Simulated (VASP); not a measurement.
# FeRu (P-6m2) in VASP: further runs, part 2 of 2

VASP 6.6.1. The steps go on from the part before.

### Step 3. Single point, LDA+U

Contents of INCAR:

```
SYSTEM = FeRu
ALGO = Normal
EDIFF = 1E-6
ENCUT = 520
GGA = CA
ISIF = 2
ISMEAR = -1
LASPH = .TRUE.
LCHARG = .TRUE.
LDAU = .TRUE.
LDAUJ = 0 0
LDAUL = 2 -1
LDAUPRINT = 1
LDAUTYPE = 2
LDAUU = 6 0
LELF = .TRUE.
LMAXMIX = 4
LREAL = .FALSE.
LVHAR = .TRUE.
LWAVE = .FALSE.
NBANDS = 18
NELM = 150
PREC = Accurate
SIGMA = 0.05
```

Contents of KPOINTS:

```
k-points
0
G
  12 12 7
  0 0 0
```

Contents of POSCAR:

```
FeRu
1.0
    2.6428014205      0.0000000000      0.0000000000
   -1.3214007102      2.2887331673      0.0000000000
    0.0000000000      0.0000000000      4.0702270000
Fe Ru
1 1
Direct
    0.0000000000      0.0000000000      0.5000000000
    0.6666666667      0.3333333333      0.0000000000
```

Potentials or basis: VASP PAW LDA potentials, release 64 (Fe, Ru_pv).

The run is started by

```sh
$ cat potpaw_LDA.64/Fe/POTCAR potpaw_LDA.64/Ru_pv/POTCAR > POTCAR
$ mpirun -np 1 vasp_std > vasp.out
```

OUTCAR:

```text
SYSTEM = FeRu
   EDIFF = 1E-6
   ENCUT = 520
   GGA = CA
   ISIF = 2
   ISMEAR = -1
   LASPH = .TRUE.
   LREAL = .FALSE.
   NELM = 150
   PREC = Accurate

 ion  position               nearest neighbor table
   1  0.000  0.000  0.500-   2 2.54   2 2.54   2 2.54   2 2.54   2 2.54   2 2.54
   2  0.667  0.333  0.000-   1 2.54   1 2.54   1 2.54   1 2.54   1 2.54   1 2.54

  LATTYP: Found a hexagonal cell.
 ALAT       =     2.6428014205
 C/A-ratio  =     1.5401183640

  Lattice vectors:

 A1 = (   2.6428014205,   0.0000000000,   0.0000000000)
 A2 = (  -1.3214007102,   2.2887331673,   0.0000000000)
 A3 = (   0.0000000000,   0.0000000000,   4.0702270000)

Analysis of symmetry for initial positions (statically):
=====================================================================
 Subroutine PRICEL returns:
 Original cell was already a primitive cell.

 Routine SETGRP: Setting up the symmetry group for a
 hexagonal supercell.

 Subroutine GETGRP returns: Found 12 space group operations
 (whereof 12 operations were pure point group operations)
 out of a pool of 24 trial point group operations.

The static configuration has the point symmetry D_3h.

Analysis of symmetry for dynamics (positions and initial velocities):
=====================================================================
 Subroutine PRICEL returns:
 Original cell was already a primitive cell.

 Routine SETGRP: Setting up the symmetry group for a
[... 171 lines left out ...]
  o =  0.4391  v =  0.0000  0.0000  0.0000  0.0000  0.0000 -0.0000 -0.0000 -1.0000  0.0000 -0.0000      0.0000  0.0000  0.0000  0.0000  0.0000  0.0000  0.0000  0.0000  0.0000  0.0000
  o =  0.6506  v =  0.0000  0.0000  0.0000  0.0000  0.0000  0.0755 -0.0000 -0.0000 -0.0000  0.9971      0.0000  0.0000  0.0000  0.0000  0.0000  0.0000  0.0000  0.0000  0.0000  0.0000
  o =  0.6506  v =  0.0755 -0.0000 -0.0000 -0.0000  0.9971  0.0000  0.0000  0.0000  0.0000  0.0000      0.0000  0.0000  0.0000  0.0000  0.0000  0.0000  0.0000  0.0000  0.0000  0.0000
  o =  0.6506  v =  0.0000  0.0000  0.0000  0.0000  0.0000  0.9971  0.0000 -0.0000  0.0000 -0.0755      0.0000  0.0000  0.0000  0.0000  0.0000  0.0000  0.0000  0.0000  0.0000  0.0000
  o =  0.6506  v =  0.9971  0.0000 -0.0000  0.0000 -0.0755  0.0000  0.0000  0.0000  0.0000  0.0000      0.0000  0.0000  0.0000  0.0000  0.0000  0.0000  0.0000  0.0000  0.0000  0.0000
  o =  0.7531  v = -0.0000 -0.7770  0.0000  0.6295 -0.0000  0.0000  0.0000  0.0000  0.0000  0.0000      0.0000  0.0000  0.0000  0.0000  0.0000  0.0000  0.0000  0.0000  0.0000  0.0000
  o =  0.7531  v =  0.0000  0.0000  0.0000  0.0000  0.0000 -0.0000 -0.7770  0.0000  0.6295 -0.0000      0.0000  0.0000  0.0000  0.0000  0.0000  0.0000  0.0000  0.0000  0.0000  0.0000
  o =  0.7531  v =  0.0000  0.0000  0.0000  0.0000  0.0000 -0.0000  0.6295 -0.0000  0.7770  0.0000      0.0000  0.0000  0.0000  0.0000  0.0000  0.0000  0.0000  0.0000  0.0000  0.0000
  o =  0.7531  v = -0.0000  0.6295 -0.0000  0.7770  0.0000  0.0000  0.0000  0.0000  0.0000  0.0000      0.0000  0.0000  0.0000  0.0000  0.0000  0.0000  0.0000  0.0000  0.0000  0.0000

 number of electron      21.9999998 magnetization

 Free energy of the ion-electron system (eV)
  ---------------------------------------------------
  ext. energy  EPLUGINS =         0.00000000
  ---------------------------------------------------
  free energy    TOTEN  =       -12.95344963 eV

  energy without entropy =      -12.93703922  energy(sigma->0) =      -12.94524443

 E-fermi :   9.3835     XC(G=0): -14.0069

 val. band max:        9.3537302619   @ k =   0.0833   0.0833   0.4286
 cond. band min:       9.3930782140   @ k =   0.1667   0.0833   0.4286
 fundamental gap:      0.0393479521
 Fermi energy:         9.3834603051

 k-point     1 :       0.0000    0.0000    0.0000
  band No.  band energies     occupation
      1     -33.5047      2.00000
      2     -32.9752      2.00000
      3     -32.9752      2.00000
      4       1.4439      2.00000
      5       3.9344      2.00000
      6       7.0137      2.00000
[... 481 lines left out ...]
      5       4.6439      2.00000
      6       5.3786      2.00000
[... 10 lines left out ...]
     17      19.8549      0.00000
     18      21.4885      0.00000

 [... further k-points ...]
[... 5 lines left out ...]
  --------------------------------------------------------------------------------------
  -------------------------------------------------------------------------------------
  Total       -3.1401326     -3.1401326     -4.1269853     -0.0000000      0.0000000      0.0000000
  in kB     -204.3526339   -204.3526339   -268.5747468     -0.0000000      0.0000000      0.0000000
  external PRESSURE =    -225.7600049 kB  Pullay stress =       0.0000000 kB

 VOLUME and BASIS-vectors are now :
 -----------------------------------------------------------------------------
  energy-cutoff  :      520.00
  volume of cell :       24.62
      direct lattice vectors                 reciprocal lattice vectors
     2.642801421  0.000000000  0.000000000     0.378386356  0.218461465  0.000000000
    -1.321400710  2.288733167  0.000000000     0.000000000  0.436922929  0.000000000
     0.000000000  0.000000000  4.070227000     0.000000000  0.000000000  0.245686543

 POSITION                                       TOTAL-FORCE (eV/Angst)
 -----------------------------------------------------------------------------------
      0.00000      0.00000      2.03511         0.000000      0.000000      0.000000
      1.32140      0.76291      0.00000        -0.000000      0.000000      0.000000
 -----------------------------------------------------------------------------------
    total drift:                               -0.000000      0.000000      0.000000

  FREE ENERGIE OF THE ION-ELECTRON SYSTEM (eV)
  ---------------------------------------------------
  free  energy   TOTEN  =       -12.9534496292 eV

  energy  without entropy=      -12.9370392249  energy(sigma->0) =      -12.94524443
```

stdout:

```text
POSCAR found type information on POSCAR FeRu
 POSCAR found :  2 types and       2 ions
 scaLAPACK will be used
 LDA part: xc-table for (Slater(with rela. corr.)+CA(PZ))
 , standard interpolation
 POSCAR, INCAR and KPOINTS ok, starting setup
 FFT: planning ... GRIDC
 FFT: planning ... GRID_SOFT
 FFT: planning ... GRID
 WAVECAR not read
 entering main loop
```

It took 73 s on 1 thread of Intel Xeon 8259CL, shared host; peak memory 0.15 GiB.

Results:

* Free energy: -12.9534 eV
* Pressure: -22.6 GPa
* Band gap on the k mesh: zero (bands 11 and 12 overlap by 1.74 eV)

Levels at points of the mesh, in eV from the Fermi level:
```csv
k point,band 9,band 10,band 11,band 12,band 13,band 14
"(0.00, 0.00, 0.00)",-1.61,-1.13,-1.13,-0.82,0.80,0.80
"(0.50, 0.00, 0.00)",-1.68,-0.42,0.58,1.15,2.05,3.24
```

Eigenvalues of the final occupation matrices:
```
    site  spin  trace               eigenvalues
site 1 d     1   3.25  0.44 0.65 0.65 0.75 0.75
site 1 d     2   3.25  0.44 0.65 0.65 0.75 0.75
```

Caveat: the cell stands under tension; an empty level that is flat over the whole mesh can mark a ghost state of the potentials, or a narrow d or f band; the run has no spin polarisation, though such a crystal can be magnetic; U without spin polarisation on a metal has little footing; the U is typed as a test and isn't derived for this compound.

### Step 4. Single point, LDA, collinear spin, ferromagnetic start

Contents of INCAR:

```
SYSTEM = FeRu
PREC = Accurate
ENCUT = 520
EDIFF = 1E-6
ISMEAR = -1
SIGMA = 0.05
LREAL = .False.
LASPH = .True.
NELM = 150
ALGO = Normal
ISIF = 2
LWAVE = .False.
LCHARG = .True.
ISPIN = 2
MAGMOM = 3 1.5
LORBIT = 11
LMAXMIX = 4
LELF = .True.
LVHAR = .True.
NBANDS = 22
```

Contents of KPOINTS:

```
Automatic mesh
0
Gamma
  12 12 7
  0 0 0
```

POSCAR is that of step 3.

The run is started by

```sh
$ cat potpaw_LDA.64/Fe/POTCAR potpaw_LDA.64/Ru_pv/POTCAR > POTCAR
$ mpirun -np 1 vasp_std > vasp.out
```

It took 2.1 min on 1 thread of Intel Xeon 8259CL, shared host; peak memory 0.18 GiB.

The run converged. Its results:

```yaml
Free_energy: -19.8263 eV
Pressure: -19.8 GPa
Band_gap_on_the_k_mesh: zero (filled and empty bands overlap)
Net_moment: 0.00 μB per cell
Valence_electrons_inside_the_program's_atomic_spheres: Fe 7.31; Ru 12.72
```

Stress tensor (GPa, compression positive):
```
-19.94   0.00   0.00
  0.00 -19.94   0.00
  0.00   0.00 -19.51
```

Levels at points of the mesh, in eV from the Fermi level:
Spin up:
| k point | band 7 | band 8 | band 9 | band 10 | band 11 | band 12 | band 13 | band 14 | band 15 | band 16 |
| --- | --- | --- | --- | --- | --- | --- | --- | --- | --- | --- |
| (0.00, 0.00, 0.00) | -2.40 | -1.51 | -1.15 | -1.15 | -1.12 | -1.12 | 1.01 | 1.01 | 1.27 | 9.71 |
| (0.50, 0.00, 0.00) | -2.43 | -1.91 | -1.42 | -0.99 | 0.53 | 1.46 | 2.03 | 2.88 | 5.71 | 9.95 |
Spin down:
```csv
k point,band 7,band 8,band 9,band 10,band 11,band 12,band 13,band 14,band 15,band 16
"(0.00, 0.00, 0.00)",-2.40,-1.51,-1.14,-1.14,-1.12,-1.12,1.01,1.01,1.27,9.71
"(0.50, 0.00, 0.00)",-2.42,-1.91,-1.42,-0.99,0.54,1.47,2.03,2.89,5.71,9.94
```

Caveat: the cell stands under tension.

### Step 5. Single point, LDA, collinear spin, ferromagnetic start

Contents of INCAR:

```
SYSTEM = FeRu
PREC = Accurate ; ENCUT = 520
EDIFF = 1E-6 ; ISMEAR = -1
SIGMA = 0.05 ; LREAL = .FALSE.
LASPH = .TRUE. ; NELM = 150
ALGO = Normal ; ISIF = 2
LWAVE = .FALSE. ; LCHARG = .TRUE.
ISPIN = 2 ; MAGMOM = 3 1.5
LORBIT = 11 ; LMAXMIX = 4
GGA = CA ; LELF = .TRUE.
LVHAR = .TRUE. ; NBANDS = 22
```

Contents of KPOINTS:

```
Automatic mesh
0
G
  12 12 7
  0 0 0
```

POSCAR is that of step 4.

Potentials or basis: VASP PAW LDA potentials, release 64 (Fe, Ru_pv).

The run is started by

```sh
$ cat potpaw_LDA.64/Fe/POTCAR potpaw_LDA.64/Ru_pv/POTCAR > POTCAR
$ mpirun -np 1 vasp_std > vasp.out
```

OUTCAR:

```text
SYSTEM = FeRu
   PREC = Accurate
   ENCUT = 520
   EDIFF = 1E-6
   ISMEAR = -1
   LREAL = .FALSE.
   LASPH = .TRUE.
   NELM = 150
   ISIF = 2
   ISPIN = 2
   LORBIT = 11
   GGA = CA

 ion  position               nearest neighbor table
   1  0.000  0.000  0.500-   2 2.54   2 2.54   2 2.54   2 2.54   2 2.54   2 2.54
   2  0.667  0.333  0.000-   1 2.54   1 2.54   1 2.54   1 2.54   1 2.54   1 2.54

  LATTYP: Found a hexagonal cell.
 ALAT       =     2.6428014205
 C/A-ratio  =     1.5401183640

  Lattice vectors:

 A1 = (   2.6428014205,   0.0000000000,   0.0000000000)
 A2 = (  -1.3214007102,   2.2887331673,   0.0000000000)
 A3 = (   0.0000000000,   0.0000000000,   4.0702270000)

Analysis of symmetry for initial positions (statically):
=====================================================================
 Subroutine PRICEL returns:
 Original cell was already a primitive cell.

 Routine SETGRP: Setting up the symmetry group for a
 hexagonal supercell.

 Subroutine GETGRP returns: Found 12 space group operations
 (whereof 12 operations were pure point group operations)
[... 790 lines left out ...]

 k-point     1 :       0.0000    0.0000    0.0000
  band No.  band energies     occupation
      1     -33.2199      1.00000
      2     -32.7182      1.00000
      3     -32.7182      1.00000
      4       1.4446      1.00000
      5       3.9767      1.00000
      6       7.2393      1.00000
[... 589 lines left out ...]
     21      28.2787      0.00000
     22      31.3068      0.00000

 [... further k-points ...]
[... 5 lines left out ...]
  --------------------------------------------------------------------------------------
  -------------------------------------------------------------------------------------
  Total       -3.0640913     -3.0640913     -2.9981640     -0.0000000     -0.0000000     -0.0000000
  in kB     -199.4040420   -199.4040420   -195.1136473     -0.0000000     -0.0000000     -0.0000000
  external PRESSURE =    -197.9739104 kB  Pullay stress =       0.0000000 kB

 VOLUME and BASIS-vectors are now :
 -----------------------------------------------------------------------------
  energy-cutoff  :      520.00
  volume of cell :       24.62
      direct lattice vectors                 reciprocal lattice vectors
     2.642801421  0.000000000  0.000000000     0.378386356  0.218461465  0.000000000
    -1.321400710  2.288733167  0.000000000     0.000000000  0.436922929  0.000000000
     0.000000000  0.000000000  4.070227000     0.000000000  0.000000000  0.245686543

 POSITION                                       TOTAL-FORCE (eV/Angst)
 -----------------------------------------------------------------------------------
      0.00000      0.00000      2.03511         0.000000      0.000000      0.000000
      1.32140      0.76291      0.00000        -0.000000      0.000000      0.000000
 -----------------------------------------------------------------------------------
    total drift:                               -0.000000      0.000000      0.000000

  FREE ENERGIE OF THE ION-ELECTRON SYSTEM (eV)
  ---------------------------------------------------
  free  energy   TOTEN  =       -19.8262956369 eV

  energy  without entropy=      -19.8077935844  energy(sigma->0) =      -19.81704461

 total charge

# of ion       s       p       d       tot
------------------------------------------
    1        0.477   0.540   6.294   7.311
    2        0.428   6.326   5.968  12.722
--------------------------------------------------
tot          0.905   6.865  12.262  20.033

 magnetization (x)

# of ion       s       p       d       tot
------------------------------------------
    1       -0.000  -0.000   0.004   0.004
    2       -0.000  -0.000  -0.001  -0.001
--------------------------------------------------
tot         -0.000  -0.000   0.004   0.003
```

OSZICAR:

```text
N       E                     dE             d eps       ncg     rms          rms(c)
DAV:   1     0.170356004126E+03    0.17036E+03   -0.11523E+04  6912   0.122E+03
DAV:   2    -0.162237743907E+02   -0.18658E+03   -0.17742E+03  6898   0.319E+02
DAV:   3    -0.215082472415E+02   -0.52845E+01   -0.52077E+01  8314   0.625E+01
DAV:   4    -0.215659212397E+02   -0.57674E-01   -0.57590E-01  6978   0.626E+00
DAV:   5    -0.215668960608E+02   -0.97482E-03   -0.97481E-03  7982   0.866E-01    0.218E+01
DAV:   6    -0.324694639390E+02   -0.10903E+02   -0.78955E+01  7886   0.952E+01    0.382E+01
DAV:   7    -0.198424456280E+02    0.12627E+02   -0.29786E+01  8652   0.712E+01    0.345E+00
DAV:   8    -0.198342029927E+02    0.82426E-02   -0.47368E-01  7692   0.486E+00    0.221E+00
DAV:   9    -0.198276091975E+02    0.65938E-02   -0.12969E-02  9658   0.105E+00    0.127E+00
DAV:  10    -0.198250746484E+02    0.25345E-02   -0.39468E-02  8798   0.157E+00    0.652E-01
DAV:  11    -0.198260173337E+02   -0.94269E-03   -0.61205E-03  9332   0.719E-01    0.203E-01
DAV:  12    -0.198260912631E+02   -0.73929E-04   -0.54689E-04 10078   0.190E-01    0.135E-01
DAV:  13    -0.198261563375E+02   -0.65074E-04   -0.22211E-04  9522   0.140E-01    0.790E-02
DAV:  14    -0.198262107077E+02   -0.54370E-04   -0.20138E-04  9454   0.132E-01    0.623E-02
DAV:  15    -0.198262232467E+02   -0.12539E-04   -0.14123E-05  7876   0.313E-02    0.558E-02
DAV:  16    -0.198262861359E+02   -0.62889E-04   -0.66930E-04  8464   0.237E-01    0.222E-02
DAV:  17    -0.198262949656E+02   -0.88297E-05   -0.10079E-04 10226   0.859E-02    0.774E-03
DAV:  18    -0.198262956369E+02   -0.67131E-06   -0.33644E-06  3714   0.160E-02
   1 F= -.19826296E+02 E0= -.19817045E+02  d E =-.185021E-01  mag=     0.0014
```

stdout:

```text
POSCAR found type information on POSCAR FeRu
 POSCAR found :  2 types and       2 ions
 scaLAPACK will be used
 LDA part: xc-table for (Slater(with rela. corr.)+CA(PZ))
 , standard interpolation
 POSCAR, INCAR and KPOINTS ok, starting setup
 FFT: planning ... GRIDC
 FFT: planning ... GRID_SOFT
 FFT: planning ... GRID
 WAVECAR not read
 entering main loop
```

Wall time 2.3 min (1 thread of Intel Xeon 8259CL, shared host); peak memory 0.18 GiB.

Results:

* Free energy: -19.8263 eV
* Pressure: -19.8 GPa
* Band gap on the k mesh: zero (filled and empty bands overlap)
* Net moment: 0.00 μB per cell
* Valence electrons inside the program's atomic spheres: Fe 7.31; Ru 12.72

Caveat: the cell stands under tension.
